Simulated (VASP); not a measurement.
The system is TiIn5.

```
Ti In
1.0
     6.01379    0.00000    0.00000
    -3.00690    5.20810    0.00000
     0.00000    0.00000    5.52673
Ti In
1 5
Direct
  0.00000 0.00000 0.50000
  0.66667 0.33333 0.50000
  0.31656 0.00000 0.00000
  0.68344 0.68344 0.00000
  0.00000 0.31656 0.00000
  0.33333 0.66667 0.50000
```

The cell was built from a structure type or drawn by symmetry, and may not be a known phase.

```yaml
Program: VASP 6.6.1
Task: relaxation of cell and atoms
Functional: PBE
Potentials_or_basis: VASP PAW PBE potentials, release 64 (Ti_sv, In_d)
Cutoff: 600 eV
k_mesh: 3 × 3 × 4
Occupations: gaussian, width 0.1 eV
Spin: no spin polarisation
```

At the start: pressure -5.8 GPa; volume 28.85 Å³/atom.

**Question.** How do energy, volume and symmetry change on relaxing?

**Answer.** Over 20 steps the energy falls by 123.4 meV/atom and the volume is 24.33 Å³/atom (-15.7 %); space group P-62m (No. 189, to 0.1 Å) before and after.

Step by step:
```csv
step,energy change (eV),largest force (eV/Å),pressure (GPa),volume (Å³)
1,0.0000,0.3030,-5.77,173.10
2,-0.6006,0.1436,-1.05,148.35
3,-0.6116,0.1106,-0.01,145.25
4,-0.6115,0.1045,0.16,144.73
5,-0.6154,0.0778,0.17,144.71
6,-0.6269,0.0235,0.22,144.66
7,-0.6464,0.3655,0.47,144.49
8,-0.6475,0.3807,0.47,144.53
9,-0.6503,0.4279,0.45,144.65
10,-0.6523,0.5298,0.44,144.88
11,-0.6565,0.5170,0.37,145.02
12,-0.6681,0.4798,0.20,145.43
13,-0.6875,0.4091,-0.14,146.25
14,-0.7121,0.2796,-0.71,147.86
15,-0.7129,0.0532,-1.55,151.00
16,-0.7198,0.1635,-1.19,149.44
17,-0.7353,0.1097,-0.57,147.56
18,-0.7394,0.0639,-0.05,146.10
19,-0.7394,0.0617,-0.02,146.04
20,-0.7403,0.0318,-0.04,145.98
```

Final structure:
```
Ti In
1.0
     5.42676    0.00000    0.00000
    -2.71338    4.69971    0.00000
     0.00000    0.00000    5.72389
Ti In
1 5
Direct
  0.00000 0.00000 0.50000
  0.66667 0.33333 0.50000
  0.31626 0.00000 0.00000
  0.68374 0.68374 0.00000
  0.00000 0.31626 0.00000
  0.33333 0.66667 0.50000
```

Caveat: the k points lie up to 0.45 Å⁻¹ apart in the final cell, too coarse for converged energies and pressures of a metal; the volume moved by over 15 % at a fixed basis, so the end points are rough.
